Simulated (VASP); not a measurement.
# Sn12SO23 (a cell with a defect) in VASP: electric field gradients with PBE

Aim: the electric field gradients of Sn12SO23 (a cell with a defect) with PBE.

Everything below comes from runs of VASP 6.6.1. Logs are shortened: lines on timing, memory, paths and dates and some standing lists are left out, and cuts for length are marked.

**1. The cell of the first run**

The cell holds a defect, 36 atoms: a = 6.827 Å, b = 6.827 Å, c = 9.723 Å, α = 90.00°, β = 90.00°, γ = 89.07°.

**2. Electric field gradients, PBE**

File INCAR:

```
SYSTEM = Sn12SO23
ALGO = Normal
EDIFF = 1E-8
ENCUT = 520
GGA = PE
ISIF = 2
ISMEAR = -1
LASPH = .TRUE.
LCHARG = .FALSE.
LEFG = .TRUE.
LREAL = Auto
LUSENCCL = .FALSE.
LWAVE = .FALSE.
NBANDS = 180
NELM = 100
PREC = Accurate
SIGMA = 0.01
```

File KPOINTS:

```
k-points
0
G
  3 3 2
  0 0 0
```

File POSCAR:

```
Sn12SO23
1.0
    4.7880040000      4.8665820000      0.0000000000
   -4.7880040000      4.8665820000      0.0000000000
    0.0000000000      0.0000000000      9.7226940000
Sn S O
12 1 23
Direct
    0.5000000000      0.0000000000      0.1666666667
    0.5000000000      0.0000000000      0.5000000000
    0.5000000000      0.0000000000      0.8333333333
    0.0000000000      0.5000000000      0.1666666667
    0.0000000000      0.5000000000      0.5000000000
    0.0000000000      0.5000000000      0.8333333333
    0.0000000000      0.0000000000      0.0000000000
    0.0000000000      0.0000000000      0.3333333333
    0.0000000000      0.0000000000      0.6666666667
    0.5000000000      0.5000000000      0.0000000000
    0.5000000000      0.5000000000      0.3333333333
    0.5000000000      0.5000000000      0.6666666667
    0.3064485000      0.0145935000      0.0000000000
    0.3064485000      0.0145935000      0.3333333333
    0.3064485000      0.0145935000      0.6666666667
    0.8064485000      0.5145935000      0.0000000000
    0.8064485000      0.5145935000      0.3333333333
    0.8064485000      0.5145935000      0.6666666667
    0.4854065000      0.6935515000      0.1666666667
    0.4854065000      0.6935515000      0.5000000000
    0.4854065000      0.6935515000      0.8333333333
    0.9854065000      0.1935515000      0.1666666667
    0.9854065000      0.1935515000      0.5000000000
    0.9854065000      0.1935515000      0.8333333333
    0.5145935000      0.3064485000      0.1666666667
    0.5145935000      0.3064485000      0.5000000000
    0.5145935000      0.3064485000      0.8333333333
    0.0145935000      0.8064485000      0.1666666667
    0.0145935000      0.8064485000      0.5000000000
    0.0145935000      0.8064485000      0.8333333333
    0.6935515000      0.9854065000      0.0000000000
    0.6935515000      0.9854065000      0.3333333333
    0.6935515000      0.9854065000      0.6666666667
    0.1935515000      0.4854065000      0.0000000000
    0.1935515000      0.4854065000      0.3333333333
    0.1935515000      0.4854065000      0.6666666667
```

Potentials or basis: VASP PAW PBE potentials, release 64 (Sn_d, S, O).

Launch:

```
cat potpaw_PBE.64/Sn_d/POTCAR potpaw_PBE.64/S/POTCAR potpaw_PBE.64/O/POTCAR > POTCAR
mpirun -np 1 vasp_std > vasp.out
```

OUTCAR:

```text
SYSTEM = Sn12SO23
   EDIFF = 1E-8
   ENCUT = 520
   GGA = PE
   ISIF = 2
   ISMEAR = -1
   LASPH = .TRUE.
   LREAL = Auto
   NELM = 100
   PREC = Accurate

 ion  position               nearest neighbor table
   1  0.500  0.000  0.167-  14 2.09  32 2.09  31 2.09  13 2.09  19 2.10  25 2.10   2 3.24   3 3.24

   2  0.500  0.000  0.500-  14 2.09  15 2.09  32 2.09  33 2.09  20 2.10  26 2.10   1 3.24   3 3.24

   3  0.500  0.000  0.833-  15 2.09  33 2.09  31 2.09  13 2.09  21 2.10  27 2.10   2 3.24   1 3.24
[... 41 lines left out ...]
  35  0.194  0.485  0.333-   4 2.09   5 2.09  11 2.10
  36  0.194  0.485  0.667-   6 2.09   5 2.09  12 2.10

  LATTYP: Found a base centered orthorhombic cell.
 ALAT       =     9.5760080000
 B/A-ratio  =     1.0164114316
 C/A-ratio  =     1.0153180741

  Lattice vectors:

 A1 = (   4.7880040000,  -4.8665820000,   0.0000000000)
 A2 = (   4.7880040000,   4.8665820000,   0.0000000000)
 A3 = (   0.0000000000,   0.0000000000,   9.7226940000)

Analysis of symmetry for initial positions (statically):
=====================================================================
 Subroutine PRICEL returns:
 Original cell was already a primitive cell.

 Routine SETGRP: Setting up the symmetry group for a
 base centered orthorhombic supercell.

 Subroutine GETGRP returns: Found  2 space group operations
 (whereof  2 operations were pure point group operations)
 out of a pool of  8 trial point group operations.

The static configuration has the point symmetry C_1h.

Analysis of symmetry for dynamics (positions and initial velocities):
=====================================================================
 Subroutine PRICEL returns:
 Original cell was already a primitive cell.

 Routine SETGRP: Setting up the symmetry group for a
 base centered orthorhombic supercell.

 Subroutine GETGRP returns: Found  2 space group operations
 (whereof  2 operations were pure point group operations)
 out of a pool of  8 trial point group operations.

The dynamic configuration has the point symmetry C_1h.

 Subroutine INISYM returns: Found  2 space group operations
 (whereof  2 operations are pure point group operations),
 and found     1 'primitive' translations

----------------------------------------------------------------------------------------

                                     Primitive cell

  volume of cell :     453.1011

  direct lattice vectors                    reciprocal lattice vectors
     4.788004000  4.866582000  0.000000000     0.104427649  0.102741513 -0.000000000
    -4.788004000  4.866582000  0.000000000    -0.104427649  0.102741513  0.000000000
     0.000000000  0.000000000  9.722694000     0.000000000 -0.000000000  0.102852152

  length of vectors
     6.827049338  6.827049338  9.722694000     0.146495571  0.146495571  0.102852152

  position of ions in fractional coordinates (direct lattice)
     0.500000000  0.000000000  0.166666667
     0.500000000  0.000000000  0.500000000
     0.500000000  0.000000000  0.833333333
     0.000000000  0.500000000  0.166666667
     0.000000000  0.500000000  0.500000000
     0.000000000  0.500000000  0.833333333
[... 28 lines left out ...]
     0.193551500  0.485406500  0.333333333
     0.193551500  0.485406500  0.666666667

  ion indices of the primitive-cell ions
   primitive index   ion index
                 1           1
                 2           2
                 3           3
                 4           4
                 5           5
                 6           6
[... 28 lines left out ...]
                35          35
                36          36

----------------------------------------------------------------------------------------

 KPOINTS: k-points

Automatic generation of k-mesh.
[... 52 lines left out ...]
   LREAL  =      T    real-space projection
   EDIFFG = 0.1E-06   stopping-criterion for IOM
   NSW    =      0    number of steps for IOM
   IBRION =     -1    ionic relax: 0-MD 1-quasi-New 2-CG
   NFREE  =      0    steps in history (QN), initial steepest desc. (CG)
   ISIF   =      2    stress and relaxation
   ISYM   =      2    0-nonsym 1-usesym 2-fastsym
   POTIM  = 0.5000    time-step for ionic-motion
   TEBEG  =    0.0;   TEEND  =   0.0 temperature during run
   PSTRESS=    0.0 pullay stress
   NELECT =     312.0000    total number of electrons
   NUPDOWN=      -1.0000    fix difference up-down
   EMIN   =  10.00;   EMAX   =-10.00  energy-range for DOS
   EFERMI =   0.00;   METHOD = LEGACY
   ISMEAR =    -1;   SIGMA  =   0.01  broadening in eV -4-tet -1-fermi 0-gaus
   EFERMI_NEDOS =   21; number of points for ismear=-14 and -15
   IALGO  =     38    algorithm
   IMIX   =      4    mixing-type and parameters
     AMIX     =   0.40;   BMIX     =  1.00
     AMIX_MAG =   1.60;   BMIX_MAG =  1.00
  volume/ion in A,a.u.               =      12.59        84.94
  Fermi-wavevector in a.u.,A,eV,Ry     =   1.445644  2.731871 28.434627  2.089886
  Thomas-Fermi vector in A             =   2.563802
   LORBIT       =      0    0 simple, 1 ext, 2 COOP (PROOUT), +10 PAW based schemes
   GGA     = PE    functional components
   LHFCALC =     F    Hartree Fock is set to
   AEXX    =    0.0000 exact exchange contribution
   IVDW    =     0    specifies the selected vdW correction
   LEPSILON=     F    determine dielectric tensor
   LRPA    =     F    only Hartree local field effects (RPA)
 non-spin polarized calculation
  energy-cutoff  :      520.00
  volume of cell :      453.10
 maximum number of plane-waves:     12216
 NGX is ok and might be reduce to    54
   NGX = 25   NGY = 25   NGZ = 37

 number of electron     312.0000055 magnetization

 Free energy of the ion-electron system (eV)
  ---------------------------------------------------
  ext. energy  EPLUGINS =         0.00000000
  ---------------------------------------------------
  free energy    TOTEN  =      -216.31738494 eV

  energy without entropy =     -216.31738494  energy(sigma->0) =     -216.31738494

 E-fermi :   6.0613     XC(G=0): -11.0510

 val. band max:        5.8287588633   @ k =   0.0000   0.0000   0.0000
 cond. band min:       6.7628416682   @ k =   0.0000   0.0000   0.0000
 fundamental gap:      0.9340828049
 Fermi energy:         6.0613020392

 k-point     1 :       0.0000    0.0000    0.0000
  band No.  band energies     occupation
      1     -15.3507      2.00000
      2     -15.2049      2.00000
      3     -15.0816      2.00000
      4     -15.0680      2.00000
      5     -15.0133      2.00000
      6     -14.9695      2.00000
[... 1699 lines left out ...]
    167      11.5511      0.00000
    168      11.5578      0.00000
 [bands above 168 left out]

------------------------ aborting loop because EDIFF is reached ----------------------------------------

  FORCE on cell =-STRESS in cart. coord.  units (eV):
  Direction    XX          YY          ZZ          XY          YZ          ZX
  --------------------------------------------------------------------------------------
  -------------------------------------------------------------------------------------
  Total       19.6819511     19.3094135     24.0497943     14.0642770      0.0000000      0.0000000
  in kB       69.5958859     68.2785832     85.0406919     49.7316458      0.0000000      0.0000000
  external PRESSURE =      74.3050537 kB  Pullay stress =       0.0000000 kB

 VOLUME and BASIS-vectors are now :
 -----------------------------------------------------------------------------
  energy-cutoff  :      520.00
  volume of cell :      453.10
      direct lattice vectors                 reciprocal lattice vectors
     4.788004000  4.866582000  0.000000000     0.104427649  0.102741513 -0.000000000
    -4.788004000  4.866582000  0.000000000    -0.104427649  0.102741513  0.000000000
     0.000000000  0.000000000  9.722694000     0.000000000 -0.000000000  0.102852152

 POSITION                                       TOTAL-FORCE (eV/Angst)
 -----------------------------------------------------------------------------------
      2.39400      2.43329      1.62045         3.631735      3.129807      6.056146
      2.39400      2.43329      4.86135        -0.080800     -0.072289      0.000000
      2.39400      2.43329      8.10224         3.631735      3.129807     -6.056146
     -2.39400      2.43329      1.62045        -0.100142     -0.061247      0.139319
     -2.39400      2.43329      4.86135        -0.026358     -0.023705      0.000000
     -2.39400      2.43329      8.10224        -0.100142     -0.061247     -0.139319
[... 28 lines left out ...]
     -1.39740      3.30420      3.24090        -0.039215      0.050479     -0.018056
     -1.39740      3.30420      6.48180        -0.039215      0.050479      0.018056
 -----------------------------------------------------------------------------------
    total drift:                                0.003784      0.001192     -0.000000

  FREE ENERGIE OF THE ION-ELECTRON SYSTEM (eV)
  ---------------------------------------------------
  free  energy   TOTEN  =      -216.3173849418 eV

  energy  without entropy=     -216.3173849418  energy(sigma->0) =     -216.31738494

 Electric field gradients (V/A^2)
---------------------------------------------------------------------
 ion       V_xx      V_yy      V_zz      V_xy      V_xz      V_yz
---------------------------------------------------------------------
   1      44.075    60.867  -104.941   -42.241  -101.718   -91.324
   2      24.673    28.165   -52.838    18.481     0.000     0.000
   3      44.075    60.867  -104.941   -42.241   101.718    91.324
   4      25.019    28.629   -53.648    19.362     0.005    -0.370
   5      25.425    28.894   -54.319    18.706    -0.000     0.000
   6      25.019    28.629   -53.648    19.362    -0.005     0.370
[... 28 lines left out ...]
  35     -25.111   -24.954    50.065    87.654    -0.028     0.134
  36     -25.111   -24.954    50.065    87.654     0.028    -0.134
---------------------------------------------------------------------

 Electric field gradients after diagonalization (V/A^2)
 (convention: |V_zz| > |V_xx| > |V_yy|)
----------------------------------------------------------------------
 ion       V_xx      V_yy      V_zz     asymmetry (V_yy - V_xx)/ V_zz
----------------------------------------------------------------------
   1     102.035    93.870  -195.905       0.042
   2      44.982     7.855   -52.838       0.703
   3     102.035    93.870  -195.905       0.042
   4      46.271     7.379   -53.650       0.725
   5      45.945     8.373   -54.319       0.692
   6      46.271     7.379   -53.650       0.725
[... 28 lines left out ...]
  35      62.622    50.064  -112.686       0.111
  36      62.622    50.064  -112.686       0.111
----------------------------------------------------------------------

           NMR quadrupolar parameters

 Cq : quadrupolar parameter    Cq=e*Q*V_zz/h
 eta: asymmetry parameters     (V_yy - V_xx)/ V_zz
 Q  : nuclear electric quadrupole moment in mb (millibarn)
----------------------------------------------------------------------
 ion       Cq(MHz)       eta       Q (mb)
----------------------------------------------------------------------
   1      -0.474       0.042       1.000
   2      -0.128       0.703       1.000
   3      -0.474       0.042       1.000
   4      -0.130       0.725       1.000
   5      -0.131       0.692       1.000
   6      -0.130       0.725       1.000
[... 28 lines left out ...]
  35      -0.272       0.111       1.000
  36      -0.272       0.111       1.000
----------------------------------------------------------------------
```

Run time: 2.1 min. Hardware: 1 × NVIDIA H100 80GB with 1 thread of Intel Xeon Platinum 8481C at 2.70GHz (Sapphire Rapids), shared host; peak memory 1.7 GiB.

What came out:

```
Free energy            : -216.3174 eV
Pressure               : 7.4 GPa
Largest force          : 7.933 eV/Å
Band gap on the k mesh : 0.93 eV
```

Forces in eV/Å, atoms in the order of the input:
```
Sn   3.632  3.130  6.056
Sn  -0.081 -0.072  0.000
Sn   3.632  3.130 -6.056
Sn  -0.100 -0.061  0.139
Sn  -0.026 -0.024  0.000
Sn  -0.100 -0.061 -0.139
Sn  -5.262 -5.936  0.000
Sn  -0.001 -0.009  0.112
Sn  -0.001 -0.009 -0.112
Sn   0.095  0.167  0.000
Sn   0.033  0.036 -0.040
Sn   0.033  0.036  0.040
S   -2.502 -0.936  0.000
O    0.024 -0.069  0.195
O    0.024 -0.069 -0.195
O    0.075 -0.018  0.000
O    0.058 -0.031  0.019
O    0.058 -0.031 -0.019
O    0.331 -0.108  0.175
O    0.034  0.060  0.000
O    0.331 -0.108 -0.175
O   -0.148  0.099  0.236
O    0.050  0.029  0.000
O   -0.148  0.099 -0.236
O   -0.165  0.247  0.168
O   -0.036 -0.058  0.000
O   -0.165  0.247 -0.168
O    0.017 -0.265  0.255
O   -0.062 -0.045  0.000
O    0.017 -0.265 -0.255
O    0.657  0.730  0.000
O   -0.094  0.002 -0.089
O   -0.094  0.002  0.089
O   -0.037  0.060  0.000
O   -0.039  0.050 -0.018
O   -0.039  0.050  0.018
```

Stress tensor (GPa, compression positive):
```
6.96 4.97 0.00
4.97 6.83 0.00
0.00 0.00 8.50
```

Electric field gradients, principal values (V/Å²):
```
 atom   least   middle  greatest (by size)
 1 Sn  93.870  102.035            -195.905
 2 Sn   7.855   44.982             -52.838
 3 Sn  93.870  102.035            -195.905
 4 Sn   7.379   46.271             -53.650
 5 Sn   8.373   45.945             -54.319
 6 Sn   7.379   46.271             -53.650
 7 Sn  38.201  133.065            -171.265
 8 Sn   8.308   46.208             -54.516
 9 Sn   8.308   46.208             -54.516
10 Sn  10.513   44.096             -54.609
11 Sn   9.336   46.020             -55.357
12 Sn   9.336   46.020             -55.357
 13 S  58.294   63.340            -121.634
 14 O  44.182   65.794            -109.975
 15 O  44.182   65.794            -109.975
 16 O  49.505   63.234            -112.739
 17 O  49.701   63.103            -112.804
 18 O  49.701   63.103            -112.804
 19 O  49.687   59.029            -108.716
 20 O  48.969   63.888            -112.857
 21 O  49.687   59.029            -108.716
 22 O  45.087   64.190            -109.276
 23 O  49.682   63.274            -112.956
 24 O  45.087   64.190            -109.276
 25 O  50.316   59.900            -110.216
 26 O  49.100   63.841            -112.941
 27 O  50.316   59.900            -110.216
 28 O  44.193   64.250            -108.443
 29 O  49.499   63.256            -112.755
 30 O  44.193   64.250            -108.443
 31 O  51.900   55.523            -107.423
 32 O  50.713   63.463            -114.175
 33 O  50.713   63.463            -114.175
 34 O  48.262   61.790            -110.051
 35 O  50.064   62.622            -112.686
 36 O  50.064   62.622            -112.686
```

Caveat: without QUAD_EFG the Cq values of the log hold for a quadrupole moment of 1 mb, not for the nuclei; spin-orbit coupling is left out, which moves the levels of the heavy elements.
